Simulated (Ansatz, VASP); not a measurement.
SiS2 in VASP and in Ansatz

POSCAR

```
SiS2
1.0
   -2.9055252095      5.1028154578      2.9248646587
    2.9055252095     -5.1028154578      2.9248646587
    2.9055252095      5.1028154578     -2.9248646587
Si S
2 4
Direct
    0.7500000000      0.7500000000      0.0000000000
    0.2500000000      0.2500000000      0.0000000000
    0.1097599752      0.1946947022      0.3044546775
    0.8902400248      0.8053052978      0.6955453225
    0.6097599752      0.3053052978      0.9150652730
    0.3902400248      0.6946947022      0.0849347270
```

INCAR.step1

```
ALGO = Normal
EDIFF = 1E-5
ENCUT = 400
GGA = PE
GGA_COMPAT = False
ISIF = 2
ISMEAR = 0
KPAR = 4
LASPH = True
LCHARG = False
LREAL = False
LWAVE = True
NBANDS = 25
NELM = 120
PREC = Accurate
SIGMA = 0.01
```

File INCAR.step2:

```
ALGO = Normal
EDIFF = 1E-6
ENCUT = 400
GGA = PE
GGA_COMPAT = False
HFSCREEN = 0.2079
ISIF = 2
ISMEAR = 0
ISTART = 1
KPAR = 4
LASPH = True
LCHARG = False
LHFCALC = True
LREAL = False
LWAVE = False
NBANDS = 25
NELM = 120
PREC = Accurate
PRECFOCK = Normal
SIGMA = 0.01
```

File KPOINTS:

```
k-points
0
Gamma
  4 4 4
```

Input for Ansatz:

```yaml
crystal:
  lattice:
    - [-2.9055252095, 5.1028154578, 2.9248646587]
    - [2.9055252095, -5.1028154578, 2.9248646587]
    - [2.9055252095, 5.1028154578, -2.9248646587]
  atoms:
    - { symbol: Si, position: [0.75, 0.75, 0.0] }
    - { symbol: Si, position: [0.25, 0.25, 0.0] }
    - { symbol: S, position: [0.1097599752, 0.1946947022, 0.3044546775] }
    - { symbol: S, position: [0.8902400248, 0.8053052978, 0.6955453225] }
    - { symbol: S, position: [0.6097599752, 0.3053052978, 0.915065273] }
    - { symbol: S, position: [0.3902400248, 0.6946947022, 0.084934727] }
kpoints:
  mp_grid: { grid: [4, 4, 4] }
  band_path:
    path:
      - [0.0, 0.0, 0.0]
      - [0.5, -0.5, 0.5]
      - [0.3310530906, -0.3310530906, 0.6689469094]
      - [-0.3310530906, 0.3310530906, 0.3310530906]
      - [0.3321356756, 0.3321356756, -0.3321356756]
      - [0.6678643244, -0.3321356756, 0.3321356756]
      - [0.0, 0.5, 0.0]
      - [0.25, 0.25, 0.25]
      - [0.5, 0.0, 0.0]
      - [0.260417, -0.260417, -0.270833]
      - [0.375, 0.385417, -0.385417]
    npoints: 1
hamiltonian:
  xc: hse06
scf:
  occupations: { method: fixed }
  n_extra_bands: 5
output:
  forces: true
  stress: true
  eigenvalues: true
```

Change from the starting cell: hydrostatic strain +5.9%.

Alike in both runs: task single point; functional HSE06; k mesh 4 × 4 × 4; no spin polarisation.

|  | VASP | Ansatz |
| --- | --- | --- |
| version | VASP 6.6.1 | Ansatz 0.2.0 |
| potentials or method | VASP PAW PBE potentials, release 64 (Si, S) | plane waves, PAW |
| plane-wave cutoff (eV) | 400 | 420 |
| occupations | gaussian, width 0.01 eV | fixed |
| valence electrons in the cell | 32 | 32 |

|  | VASP | Ansatz | Ansatz less VASP |
| --- | --- | --- | --- |
| gap on the k mesh at the Fermi level (eV) | 4.20 | 4.19 | -0.004 |
| pressure (GPa) | -2.7 | -2.4 | +0.30 |
| traceless stress, the component that is largest in VASP (GPa) | -4.39 | -4.31 | +0.079 |
| rms of the force components (eV/Å) | 0.134 | 0.098 | -0.0354 |

Atom by atom the forces differ by 0.035 eV/Å (rms over components). Ansatz's warnings: stress exchange threshold loose, stress scf threshold loose.
